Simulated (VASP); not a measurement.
# Ta (P6_3/mmc) in VASP: further runs, part 2 of 2

VASP 6.6.1.

### 4 Relaxation of cell and atoms, PBE

This run uses another cell than the first one, of 18.82 Å³/atom, 0.973 times its volume.

INCAR reads:

```
SYSTEM = Ta
ALGO = Normal
EDIFF = 1E-7
EDIFFG = -0.01
ENCUT = 600
GGA = PE
IBRION = 2
ISIF = 3
ISMEAR = -1
LASPH = .True.
LCHARG = .False.
LREAL = .False.
LWAVE = .False.
NELM = 60
NSW = 80
PREC = Accurate
SIGMA = 0.05
```

KPOINTS reads:

```
k-points
0
Gamma
  11 11 5
  0 0 0
```

POSCAR reads:

```
Ta
1.0
    2.9003720726      0.0000000000      0.0000000000
   -1.4501860363      2.5117958953      0.0000000000
    0.0000000000      0.0000000000      5.1662740000
Ta
2
Direct
    0.3333333333      0.6666666667      0.2500000000
    0.6666666667      0.3333333333      0.7500000000
```

Potentials or basis: VASP PAW PBE potentials, release 64 (Ta_pv).

Launch:

```
$ cat potpaw_PBE.64/Ta_pv/POTCAR > POTCAR
$ mpirun -np 1 vasp_std > vasp.out
```

OUTCAR:

```text
SYSTEM = Ta
   EDIFF = 1E-7
   EDIFFG = -0.01
   ENCUT = 600
   GGA = PE
   IBRION = 2
   ISIF = 3
   ISMEAR = -1
   LASPH = .True.
   LREAL = .False.
   NELM = 60
   NSW = 80
   PREC = Accurate

 ion  position               nearest neighbor table
   1  0.333  0.667  0.250-   2 3.08   2 3.08   2 3.08   2 3.08   2 3.08   2 3.08
   2  0.667  0.333  0.750-   1 3.08   1 3.08   1 3.08   1 3.08   1 3.08   1 3.08

  LATTYP: Found a hexagonal cell.
 ALAT       =     2.9003720726
 C/A-ratio  =     1.7812452577

  Lattice vectors:

 A1 = (   2.9003720726,   0.0000000000,   0.0000000000)
 A2 = (  -1.4501860363,   2.5117958953,   0.0000000000)
 A3 = (   0.0000000000,   0.0000000000,   5.1662740000)

Analysis of symmetry for initial positions (statically):
=====================================================================
 Subroutine PRICEL returns:
 Original cell was already a primitive cell.

 Routine SETGRP: Setting up the symmetry group for a
 hexagonal supercell.

 Subroutine GETGRP returns: Found 24 space group operations
 (whereof 12 operations were pure point group operations)
 out of a pool of 24 trial point group operations.

The static configuration has the point symmetry D_3d.
 The point group associated with its full space group is D_6h.

Analysis of symmetry for dynamics (positions and initial velocities):
=====================================================================
 Subroutine PRICEL returns:
 Original cell was already a primitive cell.

 Routine SETGRP: Setting up the symmetry group for a
 hexagonal supercell.

 Subroutine GETGRP returns: Found 24 space group operations
 (whereof 12 operations were pure point group operations)
 out of a pool of 24 trial point group operations.

The dynamic configuration has the point symmetry D_3d.
 The point group associated with its full space group is D_6h.

 Subroutine INISYM returns: Found 24 space group operations
 (whereof 12 operations are pure point group operations),
 and found     1 'primitive' translations

[... 139 lines left out ...]
  ext. energy  EPLUGINS =         0.00000000
  ---------------------------------------------------
  free energy    TOTEN  =       -23.08930149 eV

  energy without entropy =      -23.07020512  energy(sigma->0) =      -23.07975330

------------------------ aborting loop because EDIFF is reached ----------------------------------------

  FORCE on cell =-STRESS in cart. coord.  units (eV):
  Direction    XX          YY          ZZ          XY          YZ          ZX
  --------------------------------------------------------------------------------------
  -------------------------------------------------------------------------------------
  Total       -0.2883137     -0.2883137     -0.0550357      0.0000000     -0.0000000      0.0000000
  in kB      -12.2732711    -12.2732711     -2.3428237      0.0000000     -0.0000000      0.0000000
  external PRESSURE =      -8.9631220 kB  Pullay stress =       0.0000000 kB
[... 131 lines left out ...]
--------------------------------------- Ionic step        5  -------------------------------------------

 number of electron      22.0000001 magnetization

 Free energy of the ion-electron system (eV)
  ---------------------------------------------------
  ext. energy  EPLUGINS =         0.00000000
  ---------------------------------------------------
  free energy    TOTEN  =       -23.09007687 eV

  energy without entropy =      -23.07164986  energy(sigma->0) =      -23.08086336

 E-fermi :   5.6215     XC(G=0): -12.4034

 val. band max:        5.6029379350   @ k =   0.3636  -0.0000   0.0000
 cond. band min:       5.6470987157   @ k =   0.2727   0.1818   0.2000
 fundamental gap:      0.0441607807
 Fermi energy:         5.6214812253

 k-point     1 :       0.0000    0.0000    0.0000
  band No.  band energies     occupation
      1     -28.9526      2.00000
      2     -28.1397      2.00000
      3     -28.0068      2.00000
      4     -28.0068      2.00000
      5     -27.9259      2.00000
      6     -27.9259      2.00000
      7      -2.5858      2.00000
      8       0.6805      2.00000
      9       5.0002      1.99999
     10       5.4503      1.93691
     11       6.2145      0.00001
     12       6.2145      0.00001
     13       6.7707      0.00000
     14       6.7707      0.00000
[... 401 lines left out ...]
      2     -28.4753      2.00000
      3     -28.4385      2.00000
      4     -28.2051      2.00000
      5     -28.1311      2.00000
      6     -28.0598      2.00000
      7      -0.3508      2.00000
      8       2.3263      2.00000
      9       3.5194      2.00000
     10       4.4913      2.00000
     11       5.1747      1.99974
     12       5.8120      0.04330
     13       7.3960      0.00000
     14       7.5901      0.00000
     15       8.6393      0.00000

 [... further k-points ...]

------------------------ aborting loop because EDIFF is reached ----------------------------------------

  FORCE on cell =-STRESS in cart. coord.  units (eV):
  Direction    XX          YY          ZZ          XY          YZ          ZX
  --------------------------------------------------------------------------------------
  -------------------------------------------------------------------------------------
  Total        0.0008957      0.0008957      0.0010030      0.0000000      0.0000000      0.0000000
  in kB        0.0383028      0.0383028      0.0428897      0.0000000      0.0000000      0.0000000
  external PRESSURE =       0.0398317 kB  Pullay stress =       0.0000000 kB
[... 17 lines left out ...]
  FREE ENERGIE OF THE ION-ELECTRON SYSTEM (eV)
  ---------------------------------------------------
  free  energy   TOTEN  =       -23.0900768667 eV

  energy  without entropy=      -23.0716498600  energy(sigma->0) =      -23.08086336

 reached required accuracy - stopping structural energy minimisation
```

OSZICAR:

```text
N       E                     dE             d eps       ncg     rms          rms(c)
DAV:   1     0.173920412832E+03    0.17392E+03   -0.14088E+04  1440   0.168E+03
DAV:   2    -0.198653234096E+02   -0.19379E+03   -0.19206E+03  1734   0.415E+02
[... 41 lines left out ...]
DAV:   1    -0.230901262488E+02   -0.55754E-04   -0.19160E-03  1440   0.381E-01    0.358E-02
DAV:   2    -0.230900862939E+02    0.39955E-04   -0.56720E-05  1685   0.614E-02    0.163E-02
DAV:   3    -0.230900764960E+02    0.97979E-05   -0.35725E-05  1818   0.414E-02    0.668E-03
DAV:   4    -0.230900766514E+02   -0.15542E-06   -0.10158E-06  1587   0.841E-03    0.555E-03
DAV:   5    -0.230900768523E+02   -0.20084E-06   -0.51511E-08   839   0.197E-03    0.412E-04
DAV:   6    -0.230900768667E+02   -0.14440E-07   -0.13079E-08   741   0.861E-04
   5 F= -.23090077E+02 E0= -.23080863E+02  d E =-.725504E-04
```

Wall time 60 s (1 thread of Intel Xeon 6975P-C, shared host); peak memory 0.19 GiB.

Results:

```yaml
Free_energy: -23.0901 eV
Relaxed_volume: 18.73 Å³/atom
Relaxed_cell: a = 2.892 Å, b = 2.892 Å, c = 5.172 Å, α = 90.00°, β = 90.00°, γ = 120.00°
Space_group_after_relaxing_to_0.05_Å: P6_3/mmc (No. 194)
Energy_gained_by_relaxing: 0.4 meV/atom
Ionic_steps: 5
Pressure_after_relaxing: 0.0 GPa
Band_gap_on_the_k_mesh: zero (band 11 reaches 6.53 eV, above the bottom of band 12 at 5.06 eV)
```

Step by step:
| step | energy change (eV) | largest force (eV/Å) | pressure (GPa) | volume (Å³) |
| --- | --- | --- | --- | --- |
| 1 | 0.0000 | 0.0000 | -0.90 | 37.64 |
| 2 | 0.0020 | 0.0000 | 2.14 | 37.07 |
| 3 | -0.0007 | 0.0000 | 0.11 | 37.44 |
| 4 | -0.0008 | 0.0000 | -0.03 | 37.48 |
| 5 | -0.0008 | 0.0000 | 0.00 | 37.47 |

Final structure:
```yaml
crystal:
  lattice:
    - [2.89238, 0.00000, 0.00000]
    - [-1.44619, 2.50487, 0.00000]
    - [0.00000, 0.00000, 5.17152]
  atoms:
    - { symbol: Ta, position: [0.33333, 0.66667, 0.25000] }
    - { symbol: Ta, position: [0.66667, 0.33333, 0.75000] }
```

Caveat: spin-orbit coupling is left out, which moves the levels of the heavy elements.

### 5 Overview

| task | level | potentials or basis | cell | cutoff (eV) | gap on the mesh (eV) | pressure (GPa) | relaxed volume (Å³/atom) |
| --- | --- | --- | --- | --- | --- | --- | --- |
| single point | BLYP | VASP PAW PBE potentials, release 64 (Ta_pv) | a = 2.914, b = 2.914, c = 5.263 Å, angles 90.0, 90.0, 120.0°, 2 atoms | 520 | none | 0.9 | - |
| relaxation of cell and atoms | LDA | VASP PAW LDA potentials, release 64 (Ta_pv) | relaxed from a = 2.900, b = 2.900, c = 5.166 Å, angles 90.0, 90.0, 120.0°, 2 atoms | 600 | none | 0.0 | 17.75 |
| relaxation of cell and atoms | PBE | VASP PAW PBE potentials, release 64 (Ta_pv) | relaxed from a = 2.900, b = 2.900, c = 5.166 Å, angles 90.0, 90.0, 120.0°, 2 atoms | 600 | none | 0.0 | 18.73 |

Alike in all rows: no spin polarisation; k mesh 11 × 11 × 5; smearing fermi-dirac 0.05 eV.

Caveats: spin-orbit coupling is left out, which moves the levels of the heavy elements; the PAW data sets were made with another functional, which shifts forces and pressure a little (some runs).

Total energies depend on the potentials used, so only differences within one code and one set of settings carry meaning.
